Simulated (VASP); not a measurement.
# HoO (P-6m2) in VASP: further runs, part 3 of 3

VASP 6.6.1.

### Step 6. Relaxation of cell and atoms, PBE

This run uses another cell than the first one, of 22.52 Å³/atom.

INCAR reads:

```
  PREC = Accurate
  ENCUT = 600
  EDIFF = 1E-7
  ISMEAR = 0
  SIGMA = 0.1
  LREAL = False
  LASPH = True
  NELM = 200
  ALGO = Normal
  ISIF = 3
  LWAVE = False
  LCHARG = False
  GGA = PE
  IBRION = 2
  NSW = 90
  EDIFFG = -0.04
  GGA_COMPAT = False
  NELMIN = 4
  LMAXMIX = 6
```

KPOINTS reads:

```
Automatic mesh
0
Gamma
  6 6 4
```

POSCAR reads:

```
HoO
1.0
    3.1474319200      0.0000000000      0.0000000000
   -1.5737159600      2.7257560000      0.0000000000
    0.0000000000      0.0000000000      5.2499123800
Ho O
1 1
Direct
    0.6666666700      0.3333333300      0.0000000000
    0.0000000000      0.0000000000      0.5000000000
```

Potentials or basis: VASP PAW PBE potentials, release 64 (Ho_3, O), 4f in core.

Run with:

```bash
$ cat potpaw_PBE.64/Ho_3/POTCAR potpaw_PBE.64/O/POTCAR > POTCAR
$ mpirun -np 1 vasp_std > vasp.out
```

OUTCAR:

```text
PREC = Accurate
   ENCUT = 600
   EDIFF = 1E-7
   ISMEAR = 0
   LREAL = False
   LASPH = True
   NELM = 200
   ISIF = 3
   GGA = PE
   IBRION = 2
   NSW = 90
   EDIFFG = -0.04
   NELMIN = 4

 ion  position               nearest neighbor table
   1  0.667  0.333  0.000-
   2  0.000  0.000  0.500-

  LATTYP: Found a hexagonal cell.
 ALAT       =     3.1474319200
 C/A-ratio  =     1.6679987092

  Lattice vectors:

 A1 = (   3.1474319200,   0.0000000000,   0.0000000000)
 A2 = (  -1.5737159600,   2.7257560000,   0.0000000000)
 A3 = (   0.0000000000,   0.0000000000,   5.2499123800)

Analysis of symmetry for initial positions (statically):
=====================================================================
 Subroutine PRICEL returns:
 Original cell was already a primitive cell.

 Routine SETGRP: Setting up the symmetry group for a
 hexagonal supercell.

 Subroutine GETGRP returns: Found 12 space group operations
 (whereof 12 operations were pure point group operations)
 out of a pool of 24 trial point group operations.

The static configuration has the point symmetry D_3h.

Analysis of symmetry for dynamics (positions and initial velocities):
=====================================================================
 Subroutine PRICEL returns:
 Original cell was already a primitive cell.

 Routine SETGRP: Setting up the symmetry group for a
 hexagonal supercell.
[... 142 lines left out ...]

 number of electron      14.9999997 magnetization

 Free energy of the ion-electron system (eV)
  ---------------------------------------------------
  ext. energy  EPLUGINS =         0.00000000
  ---------------------------------------------------
  free energy    TOTEN  =        -9.02427059 eV

  energy without entropy =       -9.00396874  energy(sigma->0) =       -9.01411967

 E-fermi :   0.8471     XC(G=0):  -9.3574

 val. band max:        0.8379391088   @ k =   0.3333   0.0000   0.0000
 cond. band min:       0.8891704462   @ k =   0.3333   0.1667   0.5000
 fundamental gap:      0.0512313374
 Fermi energy:         0.8471051098

 k-point     1 :       0.0000    0.0000    0.0000
  band No.  band energies     occupation
      1     -23.2032      2.00000
      2     -22.5417      2.00000
      3     -22.5417      2.00000
      4     -14.8477      2.00000
      5      -2.4225      2.00000
      6      -1.0827      2.00000
      7       1.0826      0.00087
      8       1.0826      0.00087
      9       3.3455      0.00000
     10       3.4839      0.00000
     11       3.4839      0.00000
[... 565 lines left out ...]
--------------------------------------- Ionic step        9  -------------------------------------------

 number of electron      15.0000002 magnetization

 Free energy of the ion-electron system (eV)
  ---------------------------------------------------
  ext. energy  EPLUGINS =         0.00000000
  ---------------------------------------------------
  free energy    TOTEN  =       -14.53247456 eV

  energy without entropy =      -14.52466457  energy(sigma->0) =      -14.52856957

 E-fermi :   6.0147     XC(G=0): -11.5592

 val. band max:        5.8772522450   @ k =   0.5000   0.0000   0.2500
 cond. band min:       6.0181428705   @ k =   0.1667   0.1667   0.2500
 fundamental gap:      0.1408906255
 Fermi energy:         6.0146700785

 k-point     1 :       0.0000    0.0000    0.0000
  band No.  band energies     occupation
      1     -17.9526      2.00000
      2     -17.9526      2.00000
      3     -17.9358      2.00000
      4     -14.1421      2.00000
      5       0.9258      2.00000
      6       0.9258      2.00000
      7       1.6700      2.00000
      8       3.9286      2.00000
      9       5.8159      1.99507
     10       9.5767      0.00000
     11       9.5767      0.00000
[... 307 lines left out ...]
  FREE ENERGIE OF THE ION-ELECTRON SYSTEM (eV)
  ---------------------------------------------------
  free  energy   TOTEN  =       -14.5324745646 eV

  energy  without entropy=      -14.5246645668  energy(sigma->0) =      -14.52856957

 reached required accuracy - stopping structural energy minimisation
```

OSZICAR:

```text
N       E                     dE             d eps       ncg     rms          rms(c)
DAV:   1     0.970822573569E+02    0.97082E+02   -0.73229E+03   494   0.139E+03
DAV:   2     0.296943673150E+01   -0.94113E+02   -0.89354E+02   717   0.390E+02
DAV:   3    -0.107519047293E+02   -0.13721E+02   -0.12056E+02   809   0.104E+02
[... 98 lines left out ...]
DAV:   3    -0.145324598084E+02    0.78502E-02   -0.77010E-03   766   0.979E-01    0.160E-01
DAV:   4    -0.145324785759E+02   -0.18768E-04   -0.49459E-04   675   0.230E-01    0.104E-01
DAV:   5    -0.145324741913E+02    0.43845E-05   -0.30356E-05   727   0.585E-02    0.369E-02
DAV:   6    -0.145324746301E+02   -0.43874E-06   -0.57672E-06   738   0.239E-02    0.362E-03
DAV:   7    -0.145324745646E+02    0.65449E-07   -0.23239E-07   466   0.547E-03
   9 F= -.14532475E+02 E0= -.14528570E+02  d E =-.118509E-01
```

It took 59 s on 1 thread of AMD EPYC 9R45 (Zen 5), shared host; peak memory 0.18 GiB.

Results:

* Free energy: -14.5325 eV
* Relaxed volume: 14.22 Å³/atom
* Relaxed cell: a = 3.255 Å, b = 3.255 Å, c = 3.101 Å, α = 90.00°, β = 90.00°, γ = 120.00°
* Space group after relaxing (to 0.1 Å): P-6m2 (No. 187)
* Energy gained by relaxing: 2754.1 meV/atom
* Ionic steps: 9
* Pressure after relaxing: 0.0 GPa
* Band gap on the k mesh: zero (an odd number of electrons rules out a gap without spin polarisation)

The path:
| step | energy change (eV) | largest force (eV/Å) | pressure (GPa) | volume (Å³) |
| --- | --- | --- | --- | --- |
| 1 | 0.0000 | 0.0000 | -10.07 | 45.04 |
| 2 | -4.8329 | 0.0000 | -16.08 | 34.52 |
| 3 | -5.2570 | 0.0000 | -13.40 | 32.55 |
| 4 | -5.3276 | 0.0000 | 2.21 | 28.39 |
| 5 | -5.4486 | 0.0000 | -7.88 | 30.50 |
| 6 | -5.4535 | 0.0000 | -6.62 | 30.16 |
| 7 | -5.4661 | 0.0000 | 8.11 | 27.03 |
| 8 | -5.4964 | 0.0000 | 0.61 | 28.39 |
| 9 | -5.5082 | 0.0000 | 0.01 | 28.45 |

Final structure:
```
Ho O
1.0
     3.25488    0.00000    0.00000
    -1.62744    2.81881    0.00000
     0.00000    0.00000    3.10084
Ho O
1 1
Direct
  0.66667 0.33333 0.00000
  0.00000 0.00000 0.50000
```

Caveat: the k points lie up to 0.51 Å⁻¹ apart in the final cell, too coarse for converged energies and pressures of a metal; the volume moved by over 15 % at a fixed basis, so the end points are rough; spin-orbit coupling is left out, which moves the levels of the heavy elements; the 4f electrons are frozen in the core, so they carry no moment and show no levels; an odd number of electrons without spin polarisation forces a metal; a magnetic or distorted state may lie lower; the run has no spin polarisation, though such a crystal can be magnetic.

### Step 7. Overview

| task | cell | k mesh | gap on the mesh (eV) | pressure (GPa) | relaxed volume (Å³/atom) |
| --- | --- | --- | --- | --- | --- |
| single point | a = 3.247, b = 3.247, c = 3.097 Å, angles 90.0, 90.0, 120.0°, 2 atoms | 6 × 6 × 4 | none | 0.8 | - |
| single point | a = 3.250, b = 3.250, c = 3.079 Å, angles 90.0, 90.0, 120.0°, 2 atoms | 6 × 6 × 6 | none | 0.9 | - |
| single point | a = 3.147, b = 3.147, c = 5.250 Å, angles 90.0, 90.0, 120.0°, 2 atoms | 6 × 6 × 4 | none | -10.1 | - |
| relaxation of cell and atoms | relaxed from a = 3.247, b = 3.247, c = 3.097 Å, angles 90.0, 90.0, 120.0°, 2 atoms | 6 × 6 × 6 | none | -0.3 | 14.21 |
| relaxation of cell and atoms | relaxed from a = 3.147, b = 3.147, c = 5.250 Å, angles 90.0, 90.0, 120.0°, 2 atoms | 6 × 6 × 4 | none | 0.0 | 14.22 |

Alike in all rows: level PBE; potentials or basis VASP PAW PBE potentials, release 64 (Ho_3, O), 4f in core; no spin polarisation; cutoff (eV) 600; smearing gaussian 0.1 eV.

Caveats: all runs use coarse meshes; spin-orbit coupling is left out, which moves the levels of the heavy elements; the 4f electrons are frozen in the core, so they carry no moment and show no levels; an odd number of electrons without spin polarisation forces a metal; a magnetic or distorted state may lie lower; the run has no spin polarisation, though such a crystal can be magnetic; the volume moved by over 15 % at a fixed basis, so the end points are rough (at least some runs).

Total energies depend on the potentials used, so only differences within one code and one set of settings carry meaning.

The gap in the log of VASP goes by the Fermi energy; the results here count the filled bands.